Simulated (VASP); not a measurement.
# CaB in VASP: a series of runs

CaB is run at these levels: PBE; tasks: single point, relaxation of cell and atoms.

Everything below comes from runs of VASP 6.6.1. Logs are shortened: lines on timing, memory, paths and dates and some standing lists are left out, and cuts for length are marked.

**1. The cell of the first run**

It takes space group P2_1/m (No. 11, monoclinic). The conventional cell has a = 3.637 Å, b = 5.869 Å, c = 7.139 Å, α = 90.00°, β = 104.71°, γ = 90.00°. Ca (site symmetry m) has 8 B at 2.59 to 2.88 Å and 2 Ca at 3.18 Å within 3.4 Å. Within 3.7 Å of Ca (site symmetry m) lie 4 B at 2.78 to 2.79 Å and 5 Ca at 3.18 to 3.64 Å. Within 2.1 Å of B (site symmetry 1) lie 2 B at 1.61 to 1.63 Å.

**2. Single point, PBE**

Contents of INCAR:

```
PREC = Accurate
ENCUT = 520
EDIFF = 1E-6
ISMEAR = -1
SIGMA = 0.1
LREAL = F
LASPH = T
NELM = 100
ALGO = Normal
ISIF = 2
LWAVE = F
LCHARG = T
GGA = PE
LELF = T
LVHAR = T
NBANDS = 36
```

Contents of KPOINTS:

```
Automatic mesh
0
Gamma
  5 3 3
  0 0 0.5
```

Contents of POSCAR:

```
CaB
1.0
    3.6374289118     -0.0025731879     -0.0010288198
    1.8083389014     -6.9066613471      0.0018832091
   -0.0016505108     -0.0020195115     -5.8685576272
Ca B
4 4
Direct
    0.4171786226      0.1711396558      0.7500639614
    0.5879067939      0.8277741969      0.2500677818
    0.6781618509      0.6489284892      0.7500640250
    0.3269226680      0.3499850761      0.2500674470
    0.0369595073      0.9307567954      0.8892793143
    0.9681234198      0.0681569824      0.3892809122
    0.9681256887      0.0681566433      0.1108515670
    0.0369614488      0.9307571608      0.6108499911
```

Potentials or basis: VASP PAW PBE potentials, release 64 (Ca_sv, B).

Started as:

```
> cat potpaw_PBE.64/Ca_sv/POTCAR potpaw_PBE.64/B/POTCAR > POTCAR
> mpirun -np 1 vasp_std > vasp.out
```

OUTCAR:

```text
PREC = Accurate
   ENCUT = 520
   EDIFF = 1E-6
   ISMEAR = -1
   LREAL = F
   LASPH = T
   NELM = 100
   ISIF = 2
   GGA = PE

 ion  position               nearest neighbor table
   1  0.417  0.171  0.750-   8 2.59   5 2.59   8 2.59   5 2.59
   2  0.588  0.828  0.250-   6 2.59   7 2.59   6 2.59   7 2.59
   3  0.678  0.649  0.750-
   4  0.327  0.350  0.250-
   5  0.037  0.931  0.889-   7 1.61   8 1.63   1 2.59   1 2.59
   6  0.968  0.068  0.389-   8 1.61   7 1.63   2 2.59   2 2.59
   7  0.968  0.068  0.111-   5 1.61   6 1.63   2 2.59   2 2.59
   8  0.037  0.931  0.611-   6 1.61   5 1.63   1 2.59   1 2.59

  LATTYP: Found a simple monoclinic cell.
 ALAT       =     3.6374299675
 B/A-ratio  =     1.6133803975
 C/A-ratio  =     1.9627793029
 COS(beta)  =    -0.2539716780

  Lattice vectors:

 A1 = (   3.6374289118,  -0.0025731879,  -0.0010288198)
 A2 = (  -0.0016505108,  -0.0020195115,  -5.8685576272)
 A3 = (  -1.8083389014,   6.9066613471,  -0.0018832091)

Analysis of symmetry for initial positions (statically):
=====================================================================
 Subroutine PRICEL returns:
 Original cell was already a primitive cell.

 Routine SETGRP: Setting up the symmetry group for a
 simple monoclinic supercell.

 Subroutine GETGRP returns: Found  4 space group operations
 (whereof  1 operations were pure point group operations)
 out of a pool of  4 trial point group operations.

The static configuration has the point symmetry C_1 .
 The point group associated with its full space group is C_2h.

Analysis of symmetry for dynamics (positions and initial velocities):
=====================================================================
 Subroutine PRICEL returns:
 Original cell was already a primitive cell.

 Routine SETGRP: Setting up the symmetry group for a
 simple monoclinic supercell.

 Subroutine GETGRP returns: Found  4 space group operations
 (whereof  1 operations were pure point group operations)
 out of a pool of  4 trial point group operations.

The dynamic configuration has the point symmetry C_1 .
 The point group associated with its full space group is C_2h.

 Subroutine INISYM returns: Found  4 space group operations
 (whereof  1 operations are pure point group operations),
 and found     1 'primitive' translations

----------------------------------------------------------------------------------------

                                     Primitive cell

  volume of cell :     147.4055

  direct lattice vectors                    reciprocal lattice vectors
     3.637428912 -0.002573188 -0.001028820     0.274970363  0.071994179 -0.000102109
     1.808338901 -6.906661347  0.001883209    -0.000102431 -0.144814562  0.000049863
    -0.001650511 -0.002019512 -5.868557627    -0.000048238 -0.000059092 -0.170399588

  length of vectors
     3.637429967  7.139472256  5.868558207     0.284239112  0.144814606  0.170399605

  position of ions in fractional coordinates (direct lattice)
     0.417178623  0.171139656  0.750063961
     0.587906794  0.827774197  0.250067782
     0.678161851  0.648928489  0.750064025
     0.326922668  0.349985076  0.250067447
     0.036959507  0.930756795  0.889279314
     0.968123420  0.068156982  0.389280912
     0.968125689  0.068156643  0.110851567
     0.036961449  0.930757161  0.610849991

  ion indices of the primitive-cell ions
   primitive index   ion index
                 1           1
                 2           2
                 3           3
                 4           4
                 5           5
                 6           6
                 7           7
                 8           8

----------------------------------------------------------------------------------------

 KPOINTS: Automatic mesh

Automatic generation of k-mesh.
 Grid dimensions read from file:
 generate k-points for:    5    3    3

 Generating k-lattice:

  Cartesian coordinates                     Fractional coordinates (reciprocal lattice)
     0.054994073  0.014398836 -0.000020422     0.200000000 -0.000000000  0.000000000
    -0.000034144 -0.048271521  0.000016621     0.000000000  0.333333333  0.000000000
    -0.000016079 -0.000019697 -0.056799863     0.000000000  0.000000000  0.333333333

  Length of vectors
     0.056847822  0.048271535  0.056799868

  Shift w.r.t. Gamma in fractional coordinates (k-lattice)
     0.000000000  0.000000000  0.500000000

 Subroutine IBZKPT returns following result:
 ===========================================

 Found     16 irreducible k-points:

 Following reciprocal coordinates:
            Coordinates               Weight
 -0.000000  0.000000  0.166667      2.000000
  0.200000 -0.000000  0.166667      4.000000
  0.400000 -0.000000  0.166667      4.000000
  0.000000  0.333333  0.166667      4.000000
  0.200000  0.333333  0.166667      4.000000
  0.400000  0.333333  0.166667      4.000000
[... 8 lines left out ...]
 -0.400000  0.333333  0.500000      2.000000
 -0.200000  0.333333  0.500000      2.000000
   k-points           NKPTS =     16   k-points in BZ     NKDIM =     16   number of bands    NBANDS=     36
   number of dos      NEDOS =    301   number of ions     NIONS =      8
   total plane-waves  NPLWV =  72576
   dimension x,y,z NGX =    28 NGY =   54 NGZ =   48
   dimension x,y,z NGXF=    56 NGYF=  108 NGZF=   96
   ions per type =               4   4
   NGX,Y,Z   is equivalent  to a cutoff of  12.80, 12.57, 13.60 a.u.
   NGXF,Y,Z  is equivalent  to a cutoff of  25.59, 25.15, 27.20 a.u.
 SYSTEM =  unknown system
   PREC   = accura    normal or accurate (medium, high low for compatibility)
   ISTART =      0    job   : 0-new  1-cont  2-samecut
   ICHARG =      2    charge: 1-file 2-atom 10-const
   ISPIN  =      1    spin polarized calculation?
   LNONCOLLINEAR =      F non collinear calculations
   LSORBIT =      F    spin-orbit coupling
   LASPH  =      T    aspherical Exc in radial PAW
   ENCUT  =  520.0 eV  38.22 Ry    6.18 a.u.   6.76 13.27 10.91*2*pi/ulx,y,z
   NELM   =    100;   NELMIN=  2; NELMDL= -5     # of ELM steps
   EDIFF  = 0.1E-05   stopping-criterion for ELM
   LREAL  =      F    real-space projection
   EDIFFG = 0.1E-04   stopping-criterion for IOM
   NSW    =      0    number of steps for IOM
   IBRION =     -1    ionic relax: 0-MD 1-quasi-New 2-CG
   NFREE  =      0    steps in history (QN), initial steepest desc. (CG)
   ISIF   =      2    stress and relaxation
   ISYM   =      2    0-nonsym 1-usesym 2-fastsym
   POTIM  = 0.5000    time-step for ionic-motion
   TEBEG  =    0.0;   TEEND  =   0.0 temperature during run
   PSTRESS=    0.0 pullay stress
   NELECT =      52.0000    total number of electrons
   NUPDOWN=      -1.0000    fix difference up-down
   EMIN   =  10.00;   EMAX   =-10.00  energy-range for DOS
   EFERMI =   0.00;   METHOD = LEGACY
   ISMEAR =    -1;   SIGMA  =   0.10  broadening in eV -4-tet -1-fermi 0-gaus
   EFERMI_NEDOS =   21; number of points for ismear=-14 and -15
   IALGO  =     38    algorithm
   IMIX   =      4    mixing-type and parameters
     AMIX     =   0.40;   BMIX     =  1.00
     AMIX_MAG =   1.60;   BMIX_MAG =  1.00
  volume/ion in A,a.u.               =      18.43       124.34
  Fermi-wavevector in a.u.,A,eV,Ry     =   1.156746  2.185933 18.205433  1.338062
  Thomas-Fermi vector in A             =   2.293364
   LORBIT       =      0    0 simple, 1 ext, 2 COOP (PROOUT), +10 PAW based schemes
   GGA     = PE    functional components
   LHFCALC =     F    Hartree Fock is set to
   AEXX    =    0.0000 exact exchange contribution
   IVDW    =     0    specifies the selected vdW correction
   LEPSILON=     F    determine dielectric tensor
   LRPA    =     F    only Hartree local field effects (RPA)
 non-spin polarized calculation
  energy-cutoff  :      520.00
  volume of cell :      147.41
 maximum number of plane-waves:      3998
   NGX = 13   NGY = 27   NGZ = 21

 number of electron      52.0000004 magnetization

 Free energy of the ion-electron system (eV)
  ---------------------------------------------------
  ext. energy  EPLUGINS =         0.00000000
  ---------------------------------------------------
  free energy    TOTEN  =       -34.94315529 eV

  energy without entropy =      -34.84884756  energy(sigma->0) =      -34.89600143

 E-fermi :   3.6317     XC(G=0):  -9.4361

 val. band max:        3.5958832225   @ k =  -0.0000   0.0000   0.1667
 cond. band min:       3.8243554234   @ k =   0.4000  -0.0000   0.1667
 fundamental gap:      0.2284722010
 Fermi energy:         3.6316641427

 k-point     1 :      -0.0000    0.0000    0.1667
  band No.  band energies     occupation
      1     -37.5612      2.00000
      2     -37.5545      2.00000
      3     -36.6094      2.00000
      4     -36.6022      2.00000
      5     -18.7726      2.00000
      6     -18.7189      2.00000
[... 28 lines left out ...]
     35       7.1765      0.00000
     36       7.1843      0.00000

 k-point     2 :       0.2000   -0.0000    0.1667
  band No.  band energies     occupation
      1     -37.5562      2.00000
      2     -37.5508      2.00000
      3     -36.6045      2.00000
      4     -36.5973      2.00000
      5     -18.7598      2.00000
      6     -18.7160      2.00000
[... 28 lines left out ...]
     35       6.8660      0.00000
     36       7.0891      0.00000

 k-point     3 :       0.4000   -0.0000    0.1667
  band No.  band energies     occupation
      1     -37.5475      2.00000
      2     -37.5454      2.00000
      3     -36.5967      2.00000
      4     -36.5894      2.00000
      5     -18.7347      2.00000
      6     -18.7174      2.00000
[... 28 lines left out ...]
     35       7.1460      0.00000
     36       7.5133      0.00000
[... 430 lines left out ...]
 k-point    15 :      -0.4000    0.3333    0.5000
  band No.  band energies     occupation
      1     -37.5459      2.00000
      2     -37.5458      2.00000
      3     -36.5939      2.00000
      4     -36.5938      2.00000
      5     -18.7048      2.00000
      6     -18.7047      2.00000
[... 28 lines left out ...]
     35       7.9512      0.00000
     36       7.9569      0.00000

 k-point    16 :      -0.2000    0.3333    0.5000
  band No.  band energies     occupation
      1     -37.5529      2.00000
      2     -37.5528      2.00000
      3     -36.6018      2.00000
      4     -36.6018      2.00000
      5     -18.7121      2.00000
      6     -18.7120      2.00000
[... 28 lines left out ...]
     35       7.8466      0.00000
     36       7.8473      0.00000

------------------------ aborting loop because EDIFF is reached ----------------------------------------

  FORCE on cell =-STRESS in cart. coord.  units (eV):
  Direction    XX          YY          ZZ          XY          YZ          ZX
  --------------------------------------------------------------------------------------
  -------------------------------------------------------------------------------------
  Total        4.7719869      4.7434888      4.7156032      0.0032133     -0.0000231     -0.0000258
  in kB       51.8675975     51.5578466     51.2547529      0.0349257     -0.0002514     -0.0002800
  external PRESSURE =      51.5600657 kB  Pullay stress =       0.0000000 kB

 VOLUME and BASIS-vectors are now :
 -----------------------------------------------------------------------------
  energy-cutoff  :      520.00
  volume of cell :      147.41
      direct lattice vectors                 reciprocal lattice vectors
     3.637428912 -0.002573188 -0.001028820     0.274970363  0.071994179 -0.000102109
     1.808338901 -6.906661347  0.001883209    -0.000102431 -0.144814562  0.000049863
    -0.001650511 -0.002019512 -5.868557627    -0.000048238 -0.000059092 -0.170399588

 POSITION                                       TOTAL-FORCE (eV/Angst)
 -----------------------------------------------------------------------------------
      1.82570     -1.18459     -4.40190        -0.000558     -0.029418      0.000010
      3.63495     -5.71917     -1.46658         0.000558      0.029418     -0.000010
      3.63901     -4.48519     -4.40127         0.000804      0.015960     -0.000006
      1.82164     -2.41857     -1.46721        -0.000804     -0.015960      0.000006
      1.81609     -6.43031     -5.21707         0.000315      0.001870     -0.004776
      3.64409     -0.47401     -2.28539        -0.000318     -0.001873     -0.004775
      3.64456     -0.47345     -0.65141        -0.000315     -0.001870      0.004776
      1.81656     -6.42975     -3.58309         0.000318      0.001873      0.004775
 -----------------------------------------------------------------------------------
    total drift:                               -0.004708      0.020374     -0.041418

  FREE ENERGIE OF THE ION-ELECTRON SYSTEM (eV)
  ---------------------------------------------------
  free  energy   TOTEN  =       -34.9431552926 eV

  energy  without entropy=      -34.8488475630  energy(sigma->0) =      -34.89600143
```

Wall time 48 s (1 thread of Intel Xeon Platinum 8559C (Emerald Rapids), shared host); peak memory 0.28 GiB.

What came out:

- Free energy: -34.9432 eV
- Pressure: 5.2 GPa
- Largest force: 0.029 eV/Å
- Band gap on the k mesh: zero (band 26 reaches 3.60 eV, above the bottom of band 27 at 3.35 eV)

Forces in eV/Å, atoms in the order of the input:
```
Ca  -0.001 -0.029  0.000
Ca   0.001  0.029  0.000
Ca   0.001  0.016  0.000
Ca  -0.001 -0.016  0.000
B    0.000  0.002 -0.005
B    0.000 -0.002 -0.005
B    0.000 -0.002  0.005
B    0.000  0.002  0.005
```

**3. Relaxation of cell and atoms, PBE, target pressure 5 GPa, at which the enthalpy is minimised**

This run uses another cell than the first one, of 18.00 Å³/atom, 0.977 times its volume.

Contents of INCAR:

```
PREC = Accurate
ENCUT = 600
EDIFF = 1E-6
ISMEAR = -1
SIGMA = 0.1
LREAL = False
LASPH = True
NELM = 100
ALGO = Normal
ISIF = 3
LWAVE = False
LCHARG = False
GGA = PE
IBRION = 2
NSW = 80
EDIFFG = -0.01
PSTRESS = 50.0
```

KPOINTS is that of step 2.

Contents of POSCAR:

```
CaB
1.0
    3.9958880600     -0.0385504600     -0.0288670700
    2.0554547900     -6.0268586700     -0.0403515100
    0.0430661600     -0.0259179800     -6.0009276200
Ca B
4 4
Direct
    0.4492400000      0.1046060000      0.7562000000
    0.5545700000      0.8879810000      0.2544950000
    0.7292370000      0.5484750000      0.7470090000
    0.2886100000      0.4535180000      0.2447330000
    0.0981800000      0.8126970000      0.9372810000
    0.9048260000      0.1960900000      0.4446250000
    0.9025670000      0.1903620000      0.0579700000
    0.0931100000      0.8019260000      0.5582120000
```

Potentials or basis: VASP PAW PBE potentials, release 64 (Ca_sv, B).

Started as:

```
> cat potpaw_PBE.64/Ca_sv/POTCAR potpaw_PBE.64/B/POTCAR > POTCAR
> mpirun -np 1 vasp_std > vasp.out
```

It took 43 min on 1 thread of Intel Xeon Platinum 8559C (Emerald Rapids), shared host; peak memory 0.36 GiB.

Results (log left out):

- Free energy: -34.9564 eV
- Relaxed volume: 18.47 Å³/atom
- Relaxed cell: a = 3.641 Å, b = 7.141 Å, c = 5.877 Å, α = 89.97°, β = 90.02°, γ = 75.28°
- Space group after relaxing (to 0.05 Å): Cmcm (No. 63)
- Energy change on relaxing (the enthalpy is what falls): -598.7 meV/atom
- Ionic steps: 62
- Pressure after relaxing: 5.0 GPa
- Largest force after relaxing: 0.010 eV/Å
- Band gap on the k mesh: zero (band 26 reaches 3.59 eV, above the bottom of band 27 at 3.34 eV)

Forces on the atoms (eV/Å):
```
Ca   0.000  0.003 -0.008
Ca   0.001 -0.006  0.007
Ca  -0.002  0.008 -0.001
Ca   0.002 -0.008  0.001
B    0.000  0.003 -0.004
B    0.001  0.000  0.005
B    0.000 -0.001 -0.004
B    0.000  0.002  0.003
```

The path:
| step | energy change (eV) | largest force (eV/Å) | pressure (GPa) | volume (Å³) |
| --- | --- | --- | --- | --- |
| 1 | 0.0000 | 2.4425 | -0.97 | 144.03 |
| 3 | -0.5334 | 1.6875 | 26.94 | 109.66 |
| 5 | -1.1930 | 1.9444 | 17.50 | 116.08 |
| 7 | -1.6205 | 1.1930 | 18.83 | 116.73 |
| 9 | -3.0164 | 0.7055 | 2.77 | 136.02 |
| 11 | -3.0026 | 0.6937 | 3.97 | 134.03 |
| 13 | -3.2783 | 1.4609 | 4.69 | 133.51 |
| 15 | -3.3278 | 2.0406 | 5.29 | 133.29 |
| 17 | -3.3540 | 2.3154 | 5.81 | 133.19 |
| 19 | -3.3874 | 2.3783 | 6.61 | 133.52 |
| 21 | -3.4534 | 1.5725 | 5.85 | 133.57 |
| 23 | -3.6372 | 0.5384 | 4.10 | 135.33 |
| 25 | -3.6359 | 0.4068 | 5.19 | 133.87 |
| 27 | -3.6133 | 0.3584 | 5.99 | 132.86 |
| 29 | -3.6991 | 0.2539 | 5.12 | 133.81 |
| 31 | -3.7250 | 0.4842 | 4.64 | 134.35 |
| 33 | -3.8054 | 0.4542 | 4.60 | 134.28 |
| 35 | -3.8150 | 0.6041 | 4.65 | 134.21 |
| 37 | -3.8756 | 0.7406 | 7.40 | 132.27 |
| 39 | -4.1563 | 0.6321 | 6.13 | 136.76 |
| 41 | -4.2085 | 0.7971 | 5.93 | 138.13 |
| 43 | -4.6472 | 0.8028 | 4.05 | 146.25 |
| 45 | -4.7204 | 0.4240 | 5.23 | 146.28 |
| 47 | -4.7476 | 0.2069 | 5.49 | 146.69 |
| 49 | -4.7959 | 0.0815 | 4.86 | 148.09 |
| 51 | -4.7958 | 0.0693 | 4.99 | 148.04 |
| 53 | -4.7944 | 0.0888 | 5.00 | 147.98 |
| 55 | -4.7932 | 0.0294 | 4.98 | 147.92 |
| 57 | -4.7900 | 0.0510 | 5.03 | 147.81 |
| 59 | -4.7905 | 0.0202 | 5.00 | 147.82 |
| 61 | -4.7906 | 0.0163 | 4.98 | 147.83 |
| 62 | -4.7895 | 0.0096 | 4.99 | 147.79 |

Final structure:
```
Ca B
1.0
     3.64078    0.00395    0.00102
     1.82203   -6.90492    0.00347
    -0.00013   -0.00580   -5.87714
Ca B
4 4
Direct
  0.41693 0.17194 0.74970
  0.58814 0.82695 0.25041
  0.67850 0.64932 0.75030
  0.32666 0.34955 0.24984
  0.03682 0.93134 0.88909
  0.96826 0.06768 0.38907
  0.96826 0.06761 0.11100
  0.03677 0.93127 0.61110
```

Levels at points of the mesh, in eV from the Fermi level:
```
           k point  band 22  band 23  band 24  band 25  band 26  band 27  band 28  band 29  band 30  band 31
(0.00, 0.00, 0.50)    -2.41    -1.59    -1.59    -1.19    -1.18     0.78     0.78     1.66     1.67     2.12
```

Caveat: the cell is relaxed towards a set pressure, so the enthalpy falls and the energy may rise.
